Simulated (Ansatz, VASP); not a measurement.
## Two plane-wave programs on GaAs

File INCAR:

```
SYSTEM = GaAs
ALGO = Normal ; EDIFF = 1E-8
ENCUT = 520 ; GGA = PE
ISIF = 2 ; ISMEAR = -1
LASPH = .True. ; LCHARG = .False.
LEFG = .True. ; LREAL = .False.
LWAVE = .False. ; NBANDS = 16
NELM = 100 ; PREC = Accurate
SIGMA = 0.05
```

The input KPOINTS:

```
k-points
0
Gamma
  11 11 11
  0 0 0
```

File POSCAR:

```
GaAs
1.0
    0.0000000000      2.8268500000      2.7703130000
    2.8268500000      0.0000000000      2.7703130000
    2.8268500000      2.8268500000      0.0000000000
Ga As
1 1
Direct
    0.0000000000      0.0000000000      0.0000000000
    0.7500000000      0.7500000000      0.7500000000
```

Input for Ansatz:

```yaml
crystal:
  lattice:
    - [0.0, 2.82685, 2.770313]
    - [2.82685, 0.0, 2.770313]
    - [2.82685, 2.82685, 0.0]
  atoms:
    - { symbol: Ga, position: [0.0, 0.0, 0.0] }
    - { symbol: As, position: [0.75, 0.75, 0.75] }
kpoints:
  mp_grid: { grid: [11, 11, 11] }
scf:
  occupations: { method: fermi_dirac, width: 0.05 }
hamiltonian:
  xc: pbe
  pseudopotentials: { kind: paw }
output:
  forces: true
  stress: true
  eigenvalues: true
  efg: { contact_densities: true }
  write_density: true
  write_potential: true
  elf: true
  volumetric_format: npy
```

Change from the starting cell: zz strain of -2 %, PAW files.

Alike in both runs: task electric field gradients; functional PBE; k mesh 11 × 11 × 11; occupations fermi-dirac, width 0.05 eV; no spin polarisation.

|  | VASP | Ansatz |
| --- | --- | --- |
| version | VASP 6.6.1 | Ansatz 0.2.0 |
| potentials or method | VASP PAW PBE potentials, release 64 (Ga_d, As) | PAW with Ansatz's default frozen-core files, scalar-relativistic |
| plane-wave cutoff (eV) | 520 | 420 |
| valence electrons in the cell | 18 | 28 |

VASP gave:

* pressure (GPa): 5.1
* traceless stress, the component that is largest in VASP (GPa): 0.76
* size of Vzz on the site where it differs most (V/Å²): 3.3

Problem. Estimate Ansatz's values.

Solution. Pressure (GPa): 4.9; traceless stress, the component that is largest in VASP (GPa): 0.76; size of Vzz on the site where it differs most (V/Å²): 3.8.

VASP's potentials hold 18 valence electrons a cell and Ansatz's 28, so a difference there can come from the potentials and not from the codes.
